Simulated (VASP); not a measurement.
Wanted: the native input for a VASP 6.6.1 run.

```yaml
Task: single point
Functional: LDA
Potentials_or_basis: VASP PAW LDA potentials, release 64 (Sb)
Cutoff: 520 eV
k_mesh: 12 × 12 × 12
Occupations: fermi-dirac, width 0.05 eV
Spin: no spin polarisation
Dipole_correction: no
Further_INCAR_settings: ALGO = Normal; EDIFF = 1e-06; NBANDS = 8
```

The structure of Sb lies in POSCAR:

```
Sb
1.0
   -1.5972865120      1.5972865120      2.7476259243
    1.5972865120     -1.5972865120      2.7476259243
    1.5972865120      1.5972865120     -2.7476259243
Sb
1
Direct
    0.0000000000      0.0000000000      0.0000000000
```

One way to write it, as run:

INCAR

```
SYSTEM = Sb
ALGO = Normal
EDIFF = 1E-6
ENCUT = 520
ISIF = 2
ISMEAR = -1
LASPH = .True.
LCHARG = .False.
LREAL = .False.
LWAVE = .False.
NBANDS = 8
NELM = 80
PREC = Accurate
SIGMA = 0.05
```

KPOINTS

```
k-points
0
Gamma
  12 12 12
  0 0 0
```

Potentials or basis: VASP PAW LDA potentials, release 64 (Sb).

The run is started by

```sh
$ cat potpaw_LDA.64/Sb/POTCAR > POTCAR
$ mpirun -np 1 vasp_std > vasp.out
```

It gave:

```
Pressure : -4.5 GPa
```

It took 13 s on 1 thread of Intel(R) Xeon(R) 6975P-C (Granite Rapids), on a shared host, peak memory 0.16 GiB.
